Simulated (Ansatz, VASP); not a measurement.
# SiC in VASP and in Ansatz

Contents of INCAR:

```
ALGO = Normal
EDIFF = 1E-7
ENCUT = 520
GGA = PS
ISIF = 2
ISMEAR = 0
LASPH = T
LCHARG = F
LREAL = F
LWAVE = F
NBANDS = 11
NELM = 100
PREC = Accurate
SIGMA = 0.05
```

File KPOINTS:

```
k-points
0
Gamma
  12 12 12
```

Contents of POSCAR:

```
SiC
1.0
    0.0000000000      2.2568916689      2.2568916689
    2.2568916689      0.0000000000      2.2568916689
    2.2271006988      2.2271006988      0.0297909700
Si C
1 1
Direct
    0.0000000000      0.0000000000      0.0000000000
    0.7500000000      0.7500000000      0.7500000000
```

Input for Ansatz:

```yaml
crystal:
  lattice:
    - [0.0, 2.2568916689, 2.2568916689]
    - [2.2568916689, 0.0, 2.2568916689]
    - [2.2271006988, 2.2271006988, 0.02979097]
  atoms:
    - { symbol: Si, position: [0.0, 0.0, 0.0] }
    - { symbol: C, position: [0.75, 0.75, 0.75] }
basis:
  ecutwfc: 520.0
kpoints:
  mp_grid: { grid: [12, 12, 12] }
hamiltonian:
  xc: pbesol
  pseudopotentials: { kind: paw, azcp: { folder: soft_1 } }
scf:
  occupations: { method: gaussian, width: 0.05 }
output:
  forces: true
  stress: true
  eigenvalues: true
```

Alike in both runs: task single point; functional PBEsol; k mesh 12 × 12 × 12; occupations gaussian, width 0.05 eV; no spin polarisation.

|  | VASP | Ansatz |
| --- | --- | --- |
| version | VASP 6.6.1 | Ansatz 0.2.0 |
| potentials or method | VASP PAW PBE potentials, release 64 (Si, C), cutoff 520 eV | scalar-relativistic, plane waves, PAW |
| valence electrons in the cell | 8 | 8 |

VASP gave:

```
gap on the k mesh at the Fermi level (eV)                     : 1.24
least direct gap on the mesh (eV)                             : 4.24
pressure (GPa)                                                : -15.7
traceless stress, the component that is largest in VASP (GPa) : 2.93
rms of the force components (eV/Å)                            : 0.069
```

**Question.** Which values does Ansatz return?

**Answer.** gap on the k mesh at the Fermi level (eV): 1.25; least direct gap on the mesh (eV): 4.26; pressure (GPa): -16.0; traceless stress, the component that is largest in VASP (GPa): 2.91; rms of the force components (eV/Å): 0.067.

VASP's potentials were made for PBE, not for PBEsol, and Ansatz warns of the same on its side. Atom by atom the forces differ by 0.002 eV/Å (rms over components). With one functional, cell and mesh, what is left measures potentials, basis and numerics.
